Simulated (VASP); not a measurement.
A run of VASP 6.6.1 is set up as follows.

File INCAR:

```
ALGO = Normal ; EDIFF = 1E-6
ENCUT = 520 ; GGA = PE
ISIF = 2 ; ISMEAR = 0
LASPH = True ; LCHARG = False
LREAL = False ; LWAVE = False
NBANDS = 34 ; NELM = 80
PREC = Accurate ; SIGMA = 0.1
```

File KPOINTS:

```
k-points
0
Gamma
  3 3 1
```

The input POSCAR:

```
KAl12
1.0
    5.7275650000      0.0000000000      0.0000000000
    2.8637820000      4.9602170000      0.0000000000
    0.0000000000      0.0000000000     15.6765370000
Al K
12 1
Direct
    0.1666666208      0.1666667003      0.0637895984
    0.6666667081      0.1666667003      0.0637895984
    0.1666666712      0.6666665995      0.0637895984
    0.6666667585      0.6666665995      0.0637895984
   -0.1680197672      0.3339249069      0.2140186956
    0.3362394560      0.3323376780      0.2153127314
   -0.1664786039      0.8333179778      0.2132125226
    0.3364280104      0.8312593985      0.2163070198
    0.0021038816      0.0043197707      0.3618959978
    0.4976092858      0.0009304028      0.3675791407
    0.0018459952      0.4937725507      0.3616160891
    0.4968026069      0.5023366921      0.3710990508
    0.9335073427     -0.2192488756      0.5496820503
```

Potentials or basis: VASP PAW PBE potentials, release 64 (Al, K_sv).

Launch:

```console
$ cat potpaw_PBE.64/Al/POTCAR potpaw_PBE.64/K_sv/POTCAR > POTCAR
$ mpirun -np 1 vasp_std > vasp.out
```

Task: What does it give for the largest force?

Result: 0.042 eV/Å.

Forces on the atoms (eV/Å):
```
Al   0.027 -0.004 -0.032
Al  -0.022  0.001  0.022
Al   0.006 -0.015  0.002
Al  -0.003  0.013  0.020
Al   0.001  0.000  0.005
Al   0.000  0.000  0.003
Al   0.001 -0.001 -0.001
Al   0.000  0.000 -0.010
Al  -0.003  0.006 -0.003
Al   0.003  0.004 -0.003
Al  -0.001 -0.004 -0.010
Al   0.000 -0.006  0.000
K   -0.009  0.006  0.007
```

Caveat: the k points lie up to 0.42 Å⁻¹ apart.
